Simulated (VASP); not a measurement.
Input of a VASP 6.6.1 run:

File INCAR:

```
SYSTEM = B17HN18
PREC = Accurate
ENCUT = 520
EDIFF = 1E-6
ISMEAR = 0
SIGMA = 0.01
LREAL = Auto
LASPH = .TRUE.
NELM = 200
ALGO = Normal
ISIF = 2
LWAVE = .FALSE.
LCHARG = .TRUE.
ISPIN = 2
MAGMOM = 0.02 0.01 0.02 0.01 0.01 0.01 0.01 0.02 0.01 0.02 0.02 0.02 0.02 0.01 0.01 0.01 0 0.07 0 0.08 0 0.02 0 0.03 -0.01 0.4 0.01 0.03 0 0.02 0 0.36 0 0.11 0 0
LORBIT = 11
NUPDOWN = 3.0
GGA = PE
LELF = .TRUE.
LVHAR = .TRUE.
NBANDS = 99
NELECT = 143.0
GGA_COMPAT = .FALSE.
ISYM = -1
```

Contents of KPOINTS:

```
explicit points
1
Reciprocal
  0.25000000   0.25000000   0.25000000 1
```

Contents of POSCAR:

```
B17HN18
1.0
    7.4650312800      0.0000000000      0.0000000000
   -3.7325156400      6.4649067300      0.0000000000
    0.0000000000      0.0000000000      6.4954828800
B N H
17 18 1
Direct
    0.0522684206      0.1912495390      0.2472364722
    0.2832221795      0.1409479507      0.7651757172
    0.0520352071      0.5245179147      0.2484388790
    0.2847707970      0.4755675497      0.7405447537
    0.0523103167      0.8580510221      0.2480049569
    0.2830918764      0.8095207303      0.7458669633
    0.3861782864      0.1915295322      0.2492212379
    0.6153818258      0.1410962612      0.7667191513
    0.3859162342      0.5247004490      0.2501386275
    0.3852027599      0.8579726231      0.2509135592
    0.6175602872      0.8107652486      0.7393135028
    0.7184037744      0.1911570695      0.2488988441
    0.9510384588      0.1455473367      0.7586418544
    0.7193080738      0.5248360918      0.2506938782
    0.9464127246      0.4753138169      0.7418016080
    0.7185038199      0.8577606162      0.2490964467
    0.9502360638      0.8094840562      0.7395075159
    0.1727953851      0.2532862690      0.7560103486
    0.1646579660      0.0813491660      0.2477252255
    0.1702990872      0.5855857813      0.7423826389
    0.1646861616      0.4145841286      0.2493812655
    0.1711954271      0.9198649675      0.7499296351
    0.1635577244      0.7475190832      0.2491328933
    0.4987382576      0.2413512319      0.7893610088
    0.4971298515      0.0807763074      0.2530733002
    0.5010924233      0.5944485700      0.7188349315
    0.4981323345      0.4146841445      0.2490602877
    0.5035487307      0.9193395195      0.7491022754
    0.4973421739      0.7479108981      0.2491667982
    0.8371844638      0.2532510725      0.7576529653
    0.8309684485      0.0810701100      0.2486045086
    0.8473648104      0.5934920711      0.7169880097
    0.8308300658      0.4143061800      0.2476343607
    0.8393580078      0.9217119256      0.7491555363
    0.8309773534      0.7481096977      0.2474872692
    0.5803868272      0.4006578338      0.7913139156
```

Potentials or basis: VASP PAW PBE potentials, release 64 (B, N, H).

Run with:

```bash
$ cat potpaw_PBE.64/B/POTCAR potpaw_PBE.64/N/POTCAR potpaw_PBE.64/H/POTCAR > POTCAR
$ mpirun -np 1 vasp_std > vasp.out
```

**Question.** What does it give for the largest force?

**Answer.** 0.049 eV/Å.

Forces in eV/Å, atoms in the order of the input:
```
B    0.000 -0.001 -0.001
B   -0.002  0.002  0.001
B    0.002  0.001 -0.002
B    0.001 -0.008 -0.001
B    0.000 -0.001 -0.001
B    0.002  0.003 -0.002
B   -0.001  0.001  0.000
B    0.000  0.003  0.002
B    0.003 -0.003  0.003
B    0.002 -0.002  0.001
B    0.014  0.008 -0.001
B    0.002  0.000 -0.001
B    0.007  0.001  0.002
B   -0.003 -0.003  0.003
B   -0.007 -0.013  0.002
B    0.001 -0.004  0.001
B   -0.021  0.003 -0.001
N    0.006 -0.001  0.001
N   -0.004  0.002 -0.001
N    0.000 -0.001 -0.002
N   -0.001  0.003  0.000
N    0.001 -0.001 -0.001
N    0.000  0.001  0.002
N    0.006  0.049  0.000
N    0.000  0.000 -0.001
N    0.013 -0.016 -0.003
N   -0.001  0.003 -0.001
N   -0.002  0.001  0.000
N    0.002  0.004  0.000
N   -0.006 -0.002  0.001
N    0.000  0.002  0.001
N   -0.015 -0.007 -0.007
N    0.000  0.000  0.001
N    0.007 -0.005  0.000
N   -0.002  0.001 -0.001
H   -0.006 -0.019  0.005
```

Caveat: the cell carries a net charge on a neutralising background, which shifts energy and pressure; the moment is held away from its start; the total moment is fixed, so each spin has its own Fermi level and the state may be an excited one.
